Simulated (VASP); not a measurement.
# TaN (P6_3mc) in VASP: a series of runs, part 2 of 2

VASP 6.6.1. The steps go on from the part before.

## 6. Single point, PBE (volume scaled by 1.06)

INCAR

```
SYSTEM = TaN
PREC     = Accurate       ! precision mode
ENCUT    = 520            ! plane-wave cutoff, eV
EDIFF    = 1E-6           ! SCF threshold, eV
ISMEAR   = -1             ! smearing method
SIGMA    = 0.01           ! smearing width, eV
LREAL    = .False.        ! projectors in reciprocal space
LASPH    = .True.         ! aspherical terms in the spheres
NELM     = 100            ! most SCF steps
ALGO     = Normal         ! electronic algorithm
ISIF     = 2              ! what is computed and relaxed
LWAVE    = .False.        ! write WAVECAR
LCHARG   = .False.        ! write CHGCAR
GGA      = PE             ! functional
NBANDS   = 24             ! bands
```

KPOINTS

```
Automatic mesh
0
Gamma
  9 9 5
  0 0 0
```

POSCAR

```
TaN
1.0
    3.1098202203      0.0000000000      0.0000000000
   -1.5549101102      2.6931833120      0.0000000000
    0.0000000000      0.0000000000      5.0368873428
Ta N
2 2
Direct
    0.3333333333      0.6666666667      0.0000000000
    0.6666666667      0.3333333333      0.5000000000
    0.3333333333      0.6666666667      0.3850000000
    0.6666666667      0.3333333333      0.8850000000
```

Potentials or basis: VASP PAW PBE potentials, release 64 (Ta_pv, N).

Run with:

```
cat potpaw_PBE.64/Ta_pv/POTCAR potpaw_PBE.64/N/POTCAR > POTCAR
mpirun -np 1 vasp_std > vasp.out
```

OUTCAR:

```text
SYSTEM = TaN
   PREC = Accurate
   ENCUT = 520
   EDIFF = 1E-6
   ISMEAR = -1
   LREAL = .False.
   LASPH = .True.
   NELM = 100
   ISIF = 2
   GGA = PE

 ion  position               nearest neighbor table
   1  0.333  0.667  0.000-   4 1.89   4 1.89   4 1.89   3 1.94   2 3.09   2 3.09   2 3.09   2 3.09
                             2 3.09   2 3.09
   2  0.667  0.333  0.500-   3 1.89   3 1.89   3 1.89   4 1.94   1 3.09   1 3.09   1 3.09   1 3.09
                             1 3.09   1 3.09
   3  0.333  0.667  0.385-   2 1.89   2 1.89   2 1.89   1 1.94
   4  0.667  0.333  0.885-   1 1.89   1 1.89   1 1.89   2 1.94

  LATTYP: Found a hexagonal cell.
 ALAT       =     3.1098202203
 C/A-ratio  =     1.6196715520

  Lattice vectors:

 A1 = (   3.1098202203,   0.0000000000,   0.0000000000)
 A2 = (  -1.5549101102,   2.6931833120,   0.0000000000)
 A3 = (   0.0000000000,   0.0000000000,   5.0368873428)

Analysis of symmetry for initial positions (statically):
=====================================================================
 Subroutine PRICEL returns:
 Original cell was already a primitive cell.

 Routine SETGRP: Setting up the symmetry group for a
 hexagonal supercell.

 Subroutine GETGRP returns: Found 12 space group operations
 (whereof  6 operations were pure point group operations)
 out of a pool of 24 trial point group operations.

The static configuration has the point symmetry C_3v.
 The point group associated with its full space group is C_6v.

Analysis of symmetry for dynamics (positions and initial velocities):
=====================================================================
 Subroutine PRICEL returns:
 Original cell was already a primitive cell.

 Routine SETGRP: Setting up the symmetry group for a
 hexagonal supercell.

 Subroutine GETGRP returns: Found 12 space group operations
 (whereof  6 operations were pure point group operations)
 out of a pool of 24 trial point group operations.

The dynamic configuration has the point symmetry C_3v.
 The point group associated with its full space group is C_6v.

 Subroutine INISYM returns: Found 12 space group operations
 (whereof  6 operations are pure point group operations),
 and found     1 'primitive' translations

----------------------------------------------------------------------------------------

                                     Primitive cell

  volume of cell :      42.1855

  direct lattice vectors                    reciprocal lattice vectors
     3.109820220  0.000000000  0.000000000     0.321561997  0.185653905  0.000000000
    -1.554910110  2.693183312  0.000000000     0.000000000  0.371307811  0.000000000
     0.000000000  0.000000000  5.036887343     0.000000000  0.000000000  0.198535312

  length of vectors
     3.109820220  3.109820220  5.036887343     0.371307811  0.371307811  0.198535312

  position of ions in fractional coordinates (direct lattice)
     0.333333333  0.666666667  0.000000000
     0.666666667  0.333333333  0.500000000
     0.333333333  0.666666667  0.385000000
     0.666666667  0.333333333  0.885000000

  ion indices of the primitive-cell ions
   primitive index   ion index
                 1           1
                 2           2
                 3           3
                 4           4

[... 24 lines left out ...]
 Found     36 irreducible k-points:

 Following reciprocal coordinates:
            Coordinates               Weight
  0.000000  0.000000  0.000000      1.000000
  0.111111  0.000000  0.000000      6.000000
  0.222222  0.000000  0.000000      6.000000
  0.333333  0.000000  0.000000      6.000000
  0.444444  0.000000  0.000000      6.000000
  0.111111  0.111111  0.000000      6.000000
[... 16 lines left out ...]
  0.333333  0.222222  0.200000     24.000000
  0.333333  0.333333  0.200000      4.000000
 [... further k-points ...]
   k-points           NKPTS =     36   k-points in BZ     NKDIM =     36   number of bands    NBANDS=     24
   number of dos      NEDOS =    301   number of ions     NIONS =      4
   total plane-waves  NPLWV =  23040
   dimension x,y,z NGX =    24 NGY =   24 NGZ =   40
   dimension x,y,z NGXF=    48 NGYF=   48 NGZF=   80
   ions per type =               2   2
   NGX,Y,Z   is equivalent  to a cutoff of  12.83, 12.83, 13.20 a.u.
   NGXF,Y,Z  is equivalent  to a cutoff of  25.66, 25.66, 26.40 a.u.
 SYSTEM =  TaN
   PREC   = accura    normal or accurate (medium, high low for compatibility)
   ISTART =      0    job   : 0-new  1-cont  2-samecut
   ICHARG =      2    charge: 1-file 2-atom 10-const
   ISPIN  =      1    spin polarized calculation?
   LNONCOLLINEAR =      F non collinear calculations
   LSORBIT =      F    spin-orbit coupling
   LASPH  =      T    aspherical Exc in radial PAW
   ENCUT  =  520.0 eV  38.22 Ry    6.18 a.u.   5.78  5.78  9.37*2*pi/ulx,y,z
   NELM   =    100;   NELMIN=  2; NELMDL= -5     # of ELM steps
   EDIFF  = 0.1E-05   stopping-criterion for ELM
   LREAL  =      F    real-space projection
   EDIFFG = 0.1E-04   stopping-criterion for IOM
   NSW    =      0    number of steps for IOM
   IBRION =     -1    ionic relax: 0-MD 1-quasi-New 2-CG
   NFREE  =      0    steps in history (QN), initial steepest desc. (CG)
   ISIF   =      2    stress and relaxation
   ISYM   =      2    0-nonsym 1-usesym 2-fastsym
   POTIM  = 0.5000    time-step for ionic-motion
   TEBEG  =    0.0;   TEEND  =   0.0 temperature during run
   PSTRESS=    0.0 pullay stress
   NELECT =      32.0000    total number of electrons
   NUPDOWN=      -1.0000    fix difference up-down
   EMIN   =  10.00;   EMAX   =-10.00  energy-range for DOS
   EFERMI =   0.00;   METHOD = LEGACY
   ISMEAR =    -1;   SIGMA  =   0.01  broadening in eV -4-tet -1-fermi 0-gaus
   EFERMI_NEDOS =   21; number of points for ismear=-14 and -15
   IALGO  =     38    algorithm
   IMIX   =      4    mixing-type and parameters
     AMIX     =   0.40;   BMIX     =  1.00
     AMIX_MAG =   1.60;   BMIX_MAG =  1.00
  volume/ion in A,a.u.               =      10.55        71.17
  Fermi-wavevector in a.u.,A,eV,Ry     =   1.493036  2.821429 30.329525  2.229157
  Thomas-Fermi vector in A             =   2.605488
   LORBIT       =      0    0 simple, 1 ext, 2 COOP (PROOUT), +10 PAW based schemes
   GGA     = PE    functional components
   LHFCALC =     F    Hartree Fock is set to
   AEXX    =    0.0000 exact exchange contribution
   IVDW    =     0    specifies the selected vdW correction
   LEPSILON=     F    determine dielectric tensor
   LRPA    =     F    only Hartree local field effects (RPA)
 non-spin polarized calculation
  energy-cutoff  :      520.00
  volume of cell :       42.19
 maximum number of plane-waves:      1152
 NGX is ok and might be reduce to    24
   NGX = 11   NGY = 11   NGZ = 19

 number of electron      31.9999995 magnetization

 Free energy of the ion-electron system (eV)
  ---------------------------------------------------
  ext. energy  EPLUGINS =         0.00000000
  ---------------------------------------------------
  free energy    TOTEN  =       -39.44782032 eV

  energy without entropy =      -39.44669416  energy(sigma->0) =      -39.44725724

 E-fermi :   9.1959     XC(G=0): -13.2219

 val. band max:        9.1300354475   @ k =   0.2222   0.0000   0.0000
 cond. band min:       9.2039272728   @ k =   0.1111   0.0000   0.4000
 fundamental gap:      0.0738918253
 Fermi energy:         9.1958834998

 k-point     1 :       0.0000    0.0000    0.0000
  band No.  band energies     occupation
      1     -26.8434      2.00000
      2     -25.9455      2.00000
      3     -25.9455      2.00000
      4     -25.7907      2.00000
      5     -25.7907      2.00000
      6     -25.7462      2.00000
[... 637 lines left out ...]
     23      16.1220      0.00000
     24      16.1220      0.00000

 [... further k-points ...]

------------------------ aborting loop because EDIFF is reached ----------------------------------------

  FORCE on cell =-STRESS in cart. coord.  units (eV):
  Direction    XX          YY          ZZ          XY          YZ          ZX
  --------------------------------------------------------------------------------------
  -------------------------------------------------------------------------------------
  Total       28.2672295     28.2672295     23.2201296     -0.0000000      0.0000000      0.0000000
  in kB     1073.5700608   1073.5700608    881.8846563     -0.0000000      0.0000000      0.0000000
  external PRESSURE =    1009.6749259 kB  Pullay stress =       0.0000000 kB

 VOLUME and BASIS-vectors are now :
 -----------------------------------------------------------------------------
  energy-cutoff  :      520.00
  volume of cell :       42.19
      direct lattice vectors                 reciprocal lattice vectors
     3.109820220  0.000000000  0.000000000     0.321561997  0.185653905  0.000000000
    -1.554910110  2.693183312  0.000000000     0.000000000  0.371307811  0.000000000
     0.000000000  0.000000000  5.036887343     0.000000000  0.000000000  0.198535312

 POSITION                                       TOTAL-FORCE (eV/Angst)
 -----------------------------------------------------------------------------------
     -0.00000      1.79546      0.00000        -0.000000     -0.000000      2.188171
      1.55491      0.89773      2.51844         0.000000      0.000000      2.188171
     -0.00000      1.79546      1.93920         0.000000     -0.000000     -2.188171
      1.55491      0.89773      4.45765        -0.000000      0.000000     -2.188171
 -----------------------------------------------------------------------------------
    total drift:                               -0.000000      0.000000      0.001536

  FREE ENERGIE OF THE ION-ELECTRON SYSTEM (eV)
  ---------------------------------------------------
  free  energy   TOTEN  =       -39.4478203193 eV

  energy  without entropy=      -39.4466941615  energy(sigma->0) =      -39.44725724
```

Wall time 17 s (1 thread of Intel Xeon Platinum 8488C (Sapphire Rapids), shared host); peak memory 0.17 GiB.

What came out:

| Item | Value |
| --- | --- |
| Free energy | -39.4478 eV |
| Pressure | 101.0 GPa |
| Largest force | 2.188 eV/Å |
| Band gap on the k mesh | zero (band 16 reaches 9.69 eV, above the bottom of band 17 at 7.61 eV) |

Forces in eV/Å, atoms in the order of the input:
```
Ta   0.000  0.000  2.188
Ta   0.000  0.000  2.188
N    0.000  0.000 -2.188
N    0.000  0.000 -2.188
```

Stress tensor (GPa, compression positive):
```
107.36   0.00   0.00
  0.00 107.36   0.00
  0.00   0.00  88.19
```

Caveat: spin-orbit coupling is left out, which moves the levels of the heavy elements; forces of over 1 eV/Å act on the atoms, so gaps and moduli don't describe the material at rest.

## 7. Overview

| cell | gap on the mesh (eV) | pressure (GPa) | largest force (eV/Å) |
| --- | --- | --- | --- |
| a = 3.090, b = 3.090, c = 5.005 Å, angles 90.0, 90.0, 120.0°, 4 atoms | none | 113.0 | 2.24 |
| a = 3.009, b = 3.009, c = 4.873 Å, angles 90.0, 90.0, 120.0°, 4 atoms | none | 172.7 | 2.47 |
| a = 3.040, b = 3.040, c = 4.923 Å, angles 90.0, 90.0, 120.0°, 4 atoms | none | 148.0 | 2.39 |
| a = 3.070, b = 3.070, c = 4.973 Å, angles 90.0, 90.0, 120.0°, 4 atoms | none | 126.1 | 2.30 |
| a = 3.110, b = 3.110, c = 5.037 Å, angles 90.0, 90.0, 120.0°, 4 atoms | none | 101.0 | 2.19 |

Alike in all rows: task single point; level PBE; potentials or basis VASP PAW PBE potentials, release 64 (Ta_pv, N); no spin polarisation; k mesh 9 × 9 × 5; cutoff (eV) 520; smearing fermi-dirac 0.01 eV.

Caveats: spin-orbit coupling is left out, which moves the levels of the heavy elements; forces of over 1 eV/Å act on the atoms, so gaps and moduli don't describe the material at rest.

Absolute energies hang on the potentials; compare differences alone.
